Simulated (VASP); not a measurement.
Here is a VASP 6.6.1 calculation.

INCAR

```
  ALGO = Normal
  EDIFF = 1E-7
  ENCUT = 520
  GGA = PS
  ISIF = 2
  ISMEAR = -1
  LASPH = True
  LCHARG = False
  LREAL = False
  LWAVE = False
  NBANDS = 10
  NELM = 80
  PREC = Accurate
  SIGMA = 0.05
```

File KPOINTS:

```
k-points
0
Gamma
  18 18 18
```

The input POSCAR:

```
Ir
1.0
    0.0000000000      1.9197000000      1.8813060000
    1.9197000000      0.0000000000      1.8813060000
    1.9197000000      1.9197000000      0.0000000000
Ir
1
Direct
    0.0000000000      0.0000000000      0.0000000000
```

Potentials or basis: VASP PAW PBE potentials, release 64 (Ir).

Command:

```sh
$ cat potpaw_PBE.64/Ir/POTCAR > POTCAR
$ mpirun -np 1 vasp_std > vasp.out
```

(1) Estimate the pressure.

## Answers

(1) 6.5 GPa.

Caveat: the cell differs from its parent crystal (zz strain of -2 %); the PAW data sets were made with another functional, which shifts forces and pressure a little.
